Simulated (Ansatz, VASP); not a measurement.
## Hf in VASP and in Ansatz

File INCAR:

```
PREC     = Accurate       # precision mode
ENCUT    = 520            # plane-wave cutoff, eV
EDIFF    = 1E-8           # SCF threshold, eV
ISMEAR   = -1             # smearing method
SIGMA    = 0.03           # smearing width, eV
LREAL    = False          # projectors in reciprocal space
LASPH    = True           # aspherical terms in the spheres
NELM     = 100            # most SCF steps
ALGO     = Normal         # electronic algorithm
ISIF     = 2              # what is computed and relaxed
LWAVE    = False          # write WAVECAR
LCHARG   = False          # write CHGCAR
GGA      = CA             # functional
LEFG     = True         
NBANDS   = 11             # bands
```

File KPOINTS:

```
regular mesh
0
Gamma
  13 13 13
```

The input POSCAR:

```
Hf
1.0
    0.0000000000      2.2644000000      2.2200000000
    2.2644000000      0.0000000000      2.2200000000
    2.2644000000      2.2644000000      0.0000000000
Hf
1
Direct
    0.0000000000      0.0000000000      0.0000000000
```

Input for Ansatz:

```yaml
crystal:
  lattice:
    - [0.0, 2.2644, 2.22]
    - [2.2644, 0.0, 2.22]
    - [2.2644, 2.2644, 0.0]
  atoms:
    - { symbol: Hf, position: [0.0, 0.0, 0.0] }
kpoints:
  mp_grid: { grid: [13, 13, 13] }
scf:
  occupations: { method: fermi_dirac, width: 0.03 }
hamiltonian:
  xc: lda
  pseudopotentials: { kind: all_electron, datasets: crystal }
output:
  forces: true
  stress: true
  eigenvalues: true
  efg: { contact_densities: true }
```

Change from the starting cell: equal xx and yy strain of +2 %, crystal datasets.

Alike in both runs: task electric field gradients; functional LDA; k mesh 13 × 13 × 13; occupations fermi-dirac, width 0.03 eV; no spin polarisation.

```csv
,VASP,Ansatz
version,VASP 6.6.1,Ansatz 0.2.0
potentials or method,"VASP PAW LDA potentials, release 64 (Hf_pv), cutoff 520 eV","all-electron PAW with datasets made for the crystal, scalar-relativistic"
```

|  | VASP | Ansatz | Ansatz less VASP |
| --- | --- | --- | --- |
| pressure (GPa) | -9.2 | -9.1 | +0.03 |
| traceless stress, the component that is largest in VASP (GPa) | 0.32 | 0.32 | +0.004 |
| size of Vzz on the site where it differs most (V/Å²) | 17.5 | 19.1 | +1.57 |

LDA's correlation is that of Perdew and Zunger in VASP and of Perdew and Wang (1992) in Ansatz. Ansatz ran all-electron here, and VASP with PAW potentials.

Spin-orbit coupling is off throughout.
